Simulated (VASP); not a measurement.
# PbSe (Fm-3m) in VASP: notebook

The runs below take PbSe through single point, with BLYP+D3(BJ).

All numbers are computed with VASP 6.6.1; they aren't measurements. Logs are shortened: lines on timing, memory, paths and dates and some standing lists are left out, and cuts for length are marked.

### Step 1. The cell of the first run

Symmetry: Fm-3m, No. 225, cubic system. Conventional cell: a = 6.116 Å, b = 6.116 Å, c = 6.116 Å, α = 90.00°, β = 90.00°, γ = 90.00°. Pb (site symmetry m-3m) has 6 Se at 3.06 Å within 4.0 Å. Within 4.0 Å of Se (site symmetry m-3m) lie 6 Pb at 3.06 Å.

### Step 2. Single point, BLYP+D3(BJ) (volume scaled by 0.98)

Contents of INCAR:

```
AGGAC = 1.0
AGGAX = 1.0
ALDAC = 0.0
ALDAX = 1.0
ALGO = Normal
EDIFF = 1E-7
ENCUT = 520
GGA = B5
ISIF = 2
ISMEAR = 0
IVDW = 12
LASPH = T
LCHARG = F
LREAL = F
LWAVE = F
NBANDS = 17
NELM = 60
PREC = Accurate
SIGMA = 0.05
VDW_A1 = 0.4298
VDW_A2 = 4.2359
VDW_S6 = 1.0
VDW_S8 = 2.6996
```

Contents of KPOINTS:

```
k-points
0
Gamma
  6 6 6
```

Contents of POSCAR:

```
PbSe
1.0
    0.0000000000      3.0577706469      3.0577706469
    3.0577706469      0.0000000000      3.0577706469
    3.0577706469      3.0577706469      0.0000000000
Pb Se
1 1
Direct
    0.5000000000      0.5000000000      0.5000000000
    0.0000000000      0.0000000000      0.0000000000
```

Potentials or basis: VASP PAW PBE potentials, release 64 (Pb_d, Se).

On the command line:

```bash
cat potpaw_PBE.64/Pb_d/POTCAR potpaw_PBE.64/Se/POTCAR > POTCAR
mpirun -np 1 vasp_std > vasp.out
```

OUTCAR:

```text
EDIFF = 1E-7
   ENCUT = 520
   GGA = B5
   ISIF = 2
   ISMEAR = 0
   IVDW = 12
   LASPH = T
   LREAL = F
   NELM = 60
   PREC = Accurate
 IVDW          = 12

 ion  position               nearest neighbor table
   1  0.500  0.500  0.500-   2 3.06   2 3.06   2 3.06   2 3.06   2 3.06   2 3.06
   2  0.000  0.000  0.000-   1 3.06   1 3.06   1 3.06   1 3.06   1 3.06   1 3.06

  LATTYP: Found a face centered cubic cell.
 ALAT       =     6.1155412938

  Lattice vectors:

 A1 = (   0.0000000000,   3.0577706469,   3.0577706469)
 A2 = (   3.0577706469,   0.0000000000,   3.0577706469)
 A3 = (   3.0577706469,   3.0577706469,   0.0000000000)

Analysis of symmetry for initial positions (statically):
=====================================================================
 Subroutine PRICEL returns:
 Original cell was already a primitive cell.

 Routine SETGRP: Setting up the symmetry group for a
 face centered cubic supercell.

 Subroutine GETGRP returns: Found 48 space group operations
 (whereof 48 operations were pure point group operations)
 out of a pool of 48 trial point group operations.

The static configuration has the point symmetry O_h .

Analysis of symmetry for dynamics (positions and initial velocities):
=====================================================================
 Subroutine PRICEL returns:
 Original cell was already a primitive cell.

 Routine SETGRP: Setting up the symmetry group for a
 face centered cubic supercell.

 Subroutine GETGRP returns: Found 48 space group operations
 (whereof 48 operations were pure point group operations)
 out of a pool of 48 trial point group operations.

The dynamic configuration has the point symmetry O_h .

 Subroutine INISYM returns: Found 48 space group operations
 (whereof 48 operations are pure point group operations),
 and found     1 'primitive' translations

----------------------------------------------------------------------------------------

                                     Primitive cell

  volume of cell :      57.1801

  direct lattice vectors                    reciprocal lattice vectors
     0.000000000  3.057770647  3.057770647    -0.163517823  0.163517823  0.163517823
     3.057770647  0.000000000  3.057770647     0.163517823 -0.163517823  0.163517823
     3.057770647  3.057770647  0.000000000     0.163517823  0.163517823 -0.163517823

  length of vectors
     4.324340719  4.324340719  4.324340719     0.283221178  0.283221178  0.283221178

  position of ions in fractional coordinates (direct lattice)
     0.500000000  0.500000000  0.500000000
     0.000000000  0.000000000  0.000000000

  ion indices of the primitive-cell ions
   primitive index   ion index
                 1           1
                 2           2

----------------------------------------------------------------------------------------

 KPOINTS: k-points

Automatic generation of k-mesh.
 Grid dimensions read from file:
 generate k-points for:    6    6    6

 Generating k-lattice:

  Cartesian coordinates                     Fractional coordinates (reciprocal lattice)
    -0.027252971  0.027252971  0.027252971     0.166666667  0.000000000  0.000000000
     0.027252971 -0.027252971  0.027252971     0.000000000  0.166666667  0.000000000
     0.027252971  0.027252971 -0.027252971     0.000000000  0.000000000  0.166666667

  Length of vectors
     0.047203530  0.047203530  0.047203530

  Shift w.r.t. Gamma in fractional coordinates (k-lattice)
     0.000000000  0.000000000  0.000000000

 Subroutine IBZKPT returns following result:
 ===========================================

 Found     16 irreducible k-points:

 Following reciprocal coordinates:
            Coordinates               Weight
  0.000000  0.000000  0.000000      1.000000
  0.166667  0.000000  0.000000      8.000000
  0.333333  0.000000  0.000000      8.000000
  0.500000  0.000000  0.000000      4.000000
  0.166667  0.166667  0.000000      6.000000
  0.333333  0.166667  0.000000     24.000000
[... 8 lines left out ...]
 -0.333333  0.333333  0.166667     24.000000
 -0.333333  0.500000  0.166667     12.000000
   k-points           NKPTS =     16   k-points in BZ     NKDIM =     16   number of bands    NBANDS=     17
   number of dos      NEDOS =    301   number of ions     NIONS =      2
   total plane-waves  NPLWV =  32768
   dimension x,y,z NGX =    32 NGY =   32 NGZ =   32
   dimension x,y,z NGXF=    64 NGYF=   64 NGZF=   64
   ions per type =               1   1
   NGX,Y,Z   is equivalent  to a cutoff of  12.30, 12.30, 12.30 a.u.
   NGXF,Y,Z  is equivalent  to a cutoff of  24.60, 24.60, 24.60 a.u.
 SYSTEM =  unknown system
   PREC   = accura    normal or accurate (medium, high low for compatibility)
   ISTART =      0    job   : 0-new  1-cont  2-samecut
   ICHARG =      2    charge: 1-file 2-atom 10-const
   ISPIN  =      1    spin polarized calculation?
   LNONCOLLINEAR =      F non collinear calculations
   LSORBIT =      F    spin-orbit coupling
   LASPH  =      T    aspherical Exc in radial PAW
   ENCUT  =  520.0 eV  38.22 Ry    6.18 a.u.   8.04  8.04  8.04*2*pi/ulx,y,z
   NELM   =     60;   NELMIN=  2; NELMDL= -5     # of ELM steps
   EDIFF  = 0.1E-06   stopping-criterion for ELM
   LREAL  =      F    real-space projection
   EDIFFG = 0.1E-05   stopping-criterion for IOM
   NSW    =      0    number of steps for IOM
   IBRION =     -1    ionic relax: 0-MD 1-quasi-New 2-CG
   NFREE  =      0    steps in history (QN), initial steepest desc. (CG)
   ISIF   =      2    stress and relaxation
   ISYM   =      2    0-nonsym 1-usesym 2-fastsym
   POTIM  = 0.5000    time-step for ionic-motion
   TEBEG  =    0.0;   TEEND  =   0.0 temperature during run
   PSTRESS=    0.0 pullay stress
   NELECT =      20.0000    total number of electrons
   NUPDOWN=      -1.0000    fix difference up-down
   EMIN   =  10.00;   EMAX   =-10.00  energy-range for DOS
   EFERMI =   0.00;   METHOD = LEGACY
   ISMEAR =     0;   SIGMA  =   0.05  broadening in eV -4-tet -1-fermi 0-gaus
   EFERMI_NEDOS =   21; number of points for ismear=-14 and -15
   IALGO  =     38    algorithm
   IMIX   =      4    mixing-type and parameters
     AMIX     =   0.40;   BMIX     =  1.00
     AMIX_MAG =   1.60;   BMIX_MAG =  1.00
  volume/ion in A,a.u.               =      28.59       192.94
  Fermi-wavevector in a.u.,A,eV,Ry     =   1.153462  2.179727 18.102203  1.330474
  Thomas-Fermi vector in A             =   2.290106
   LORBIT       =      0    0 simple, 1 ext, 2 COOP (PROOUT), +10 PAW based schemes
   GGA     = B5    functional components
   LHFCALC =     F    Hartree Fock is set to
   AEXX    =    0.0000 exact exchange contribution
   IVDW    =    12    specifies the selected vdW correction
   LEPSILON=     F    determine dielectric tensor
   LRPA    =     F    only Hartree local field effects (RPA)
 non-spin polarized calculation
 Gauss-broadening in eV      SIGMA  =   0.05
  energy-cutoff  :      520.00
  volume of cell :       57.18
 maximum number of plane-waves:      1572
   NGX = 17   NGY = 17   NGZ = 17

 number of electron      20.0000001 magnetization

 Free energy of the ion-electron system (eV)
  ---------------------------------------------------
  ext. energy  EPLUGINS =         0.00000000
  ---------------------------------------------------
  free energy    TOTEN  =        -7.02464420 eV

  energy without entropy =       -7.02464420  energy(sigma->0) =       -7.02464420

 E-fermi :   5.7308     XC(G=0):  -8.9616

 val. band max:        5.5373714242   @ k =   0.5000   0.0000   0.0000
 cond. band min:       5.9246916776   @ k =   0.5000   0.0000   0.0000
 fundamental gap:      0.3873202534
 Fermi energy:         5.7307796480

 k-point     1 :       0.0000    0.0000    0.0000
  band No.  band energies     occupation
      1     -11.3102      2.00000
      2     -11.3102      2.00000
      3     -11.3101      2.00000
      4     -11.3101      2.00000
      5     -11.3101      2.00000
      6      -8.0793      2.00000
[... 9 lines left out ...]
     16      12.2625      0.00000
     17      14.1211      0.00000

 k-point     2 :       0.1667    0.0000    0.0000
  band No.  band energies     occupation
      1     -11.3165      2.00000
      2     -11.3165      2.00000
      3     -11.3091      2.00000
      4     -11.3020      2.00000
      5     -11.3020      2.00000
      6      -7.8728      2.00000
[... 9 lines left out ...]
     16      12.8265      0.00000
     17      15.7743      0.00000

 k-point     3 :       0.3333    0.0000    0.0000
  band No.  band energies     occupation
      1     -11.3288      2.00000
      2     -11.3288      2.00000
      3     -11.3076      2.00000
      4     -11.2854      2.00000
      5     -11.2854      2.00000
      6      -7.3602      2.00000
[... 9 lines left out ...]
     16      14.2589      0.00000
     17      17.6215      0.00000

 k-point     4 :       0.5000    0.0000    0.0000
  band No.  band energies     occupation
      1     -11.3350      2.00000
      2     -11.3350      2.00000
      3     -11.3070      2.00000
      4     -11.2772      2.00000
      5     -11.2772      2.00000
      6      -7.0156      2.00000
[... 9 lines left out ...]
     16      15.8182      0.00000
     17      15.8752      0.00000
[... 183 lines left out ...]
      1     -11.3765      2.00000
      2     -11.3132      2.00000
      3     -11.3103      2.00000
      4     -11.2824      2.00000
      5     -11.2774      2.00000
      6      -6.9657      2.00000
[... 9 lines left out ...]
     16      15.9545      0.00000
     17      16.3380      0.00000

 k-point    15 :      -0.3333    0.3333    0.1667
  band No.  band energies     occupation
      1     -11.3858      2.00000
      2     -11.3168      2.00000
      3     -11.2974      2.00000
      4     -11.2938      2.00000
      5     -11.2709      2.00000
      6      -6.7230      2.00000
[... 9 lines left out ...]
     16      17.0612      0.00000
     17      17.2248      0.00000

 k-point    16 :      -0.3333    0.5000    0.1667
  band No.  band energies     occupation
      1     -11.4142      2.00000
      2     -11.3131      2.00000
      3     -11.3047      2.00000
      4     -11.2817      2.00000
      5     -11.2652      2.00000
      6      -6.6265      2.00000
[... 9 lines left out ...]
     16      17.3667      0.00000
     17      18.2899      0.00000

------------------------ aborting loop because EDIFF is reached ----------------------------------------

 Edisp (eV)   -1.73599

 E8    (eV) :    -1.3160

  FORCE on cell =-STRESS in cart. coord.  units (eV):
  Direction    XX          YY          ZZ          XY          YZ          ZX
  --------------------------------------------------------------------------------------
  -------------------------------------------------------------------------------------
  Total       0.44578     0.44578     0.44578     0.00000     0.00000     0.00000
  in kB      12.49081    12.49081    12.49081     0.00000     0.00000     0.00000
  external pressure =       12.49 kB  Pullay stress =        0.00 kB

 VOLUME and BASIS-vectors are now :
 -----------------------------------------------------------------------------
  energy-cutoff  :      520.00
  volume of cell :       57.18
      direct lattice vectors                 reciprocal lattice vectors
     0.000000000  3.057770647  3.057770647    -0.163517823  0.163517823  0.163517823
     3.057770647  0.000000000  3.057770647     0.163517823 -0.163517823  0.163517823
     3.057770647  3.057770647  0.000000000     0.163517823  0.163517823 -0.163517823

 POSITION                                       TOTAL-FORCE (eV/Angst)
 -----------------------------------------------------------------------------------
      3.05777      3.05777      3.05777         0.000000     -0.000000     -0.000000
      0.00000      0.00000      0.00000        -0.000000      0.000000      0.000000
 -----------------------------------------------------------------------------------
    total drift:                                0.000000     -0.000000      0.000000

  FREE ENERGIE OF THE ION-ELECTRON SYSTEM (eV)
  ---------------------------------------------------
  free  energy   TOTEN  =        -8.7606308961 eV

  energy  without entropy=       -8.7606308958  energy(sigma->0) =       -8.76063090
```

Run time: 20 s. Hardware: 1 thread of AMD EPYC 7R13 (Zen 3), shared host; peak memory 0.16 GiB.

What came out:

```yaml
Free_energy: -8.7606 eV
Pressure: 1.2 GPa
Band_gap_on_the_k_mesh: 0.39 eV, direct
Dispersion_energy_per_atom: -0.868 eV
```

Caveat: the PAW data sets were made with another functional, which shifts forces and pressure a little; spin-orbit coupling is left out, which moves the levels of the heavy elements. A k mesh can miss the band edges.

(Part 1 of 4 ends here.)
